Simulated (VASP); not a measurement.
Input of a VASP 6.6.1 run:

Contents of POSCAR:

```
Mg
1.0
    3.1938845506      0.0000000000      0.0000000000
   -1.5969422753      2.7659851576      0.0000000000
    0.0000000000      0.0000000000      5.1043803980
Mg
2
Direct
    0.3333333333      0.6666666667      0.2500000000
    0.6666666667      0.3333333333      0.7500000000
```

INCAR.step1

```
SYSTEM = Mg
PREC     = Accurate       ! precision mode
ENCUT    = 520            ! plane-wave cutoff, eV
ISMEAR   = 0              ! smearing method
SIGMA    = 0.1            ! smearing width, eV
LREAL    = .FALSE.        ! projectors in reciprocal space
LASPH    = .TRUE.         ! aspherical terms in the spheres
NELM     = 100            ! most SCF steps
NBANDS   = 9              ! bands
GGA      = PE             ! functional
ALGO     = Normal         ! electronic algorithm
EDIFF    = 1E-4           ! SCF threshold, eV
LWAVE    = .TRUE.         ! write WAVECAR
LCHARG   = .FALSE.        ! write CHGCAR
```

File INCAR.step2:

```
SYSTEM = Mg
PREC     = Accurate       ! precision mode
ENCUT    = 520            ! plane-wave cutoff, eV
EDIFF    = 1E-6           ! SCF threshold, eV
ISMEAR   = 0              ! smearing method
SIGMA    = 0.1            ! smearing width, eV
LREAL    = .FALSE.        ! projectors in reciprocal space
LASPH    = .TRUE.         ! aspherical terms in the spheres
NELM     = 100            ! most SCF steps
ALGO     = Normal         ! electronic algorithm
ISIF     = 2              ! what is computed and relaxed
LWAVE    = .FALSE.        ! write WAVECAR
LCHARG   = .TRUE.         ! write CHGCAR
METAGGA  = R2SCAN         ! meta-GGA
LMIXTAU  = .TRUE.       
LELF     = .TRUE.         ! ELF
LVHAR    = .TRUE.       
NBANDS   = 9              ! bands
ISTART   = 1
```

Contents of KPOINTS:

```
Automatic mesh
0
G
  15 15 8
  0 0 0
```

Potentials or basis: VASP PAW PBE potentials, release 64 (Mg).

Command:

```sh
$ cat potpaw_PBE.64/Mg/POTCAR > POTCAR
$ cp INCAR.step1 INCAR
$ mpirun -np 1 vasp_std > vasp.out
$ cp INCAR.step2 INCAR
$ mpirun -np 1 vasp_std > vasp.out
```

Question: Estimate the pressure.

Answer: -0.3 GPa.

Question: Predict the band gap on the k mesh.

Answer: Zero (band 2 reaches 3.65 eV, above the bottom of band 3 at 1.70 eV).

Caveat: the PAW data sets were made with another functional, which shifts forces and pressure a little.
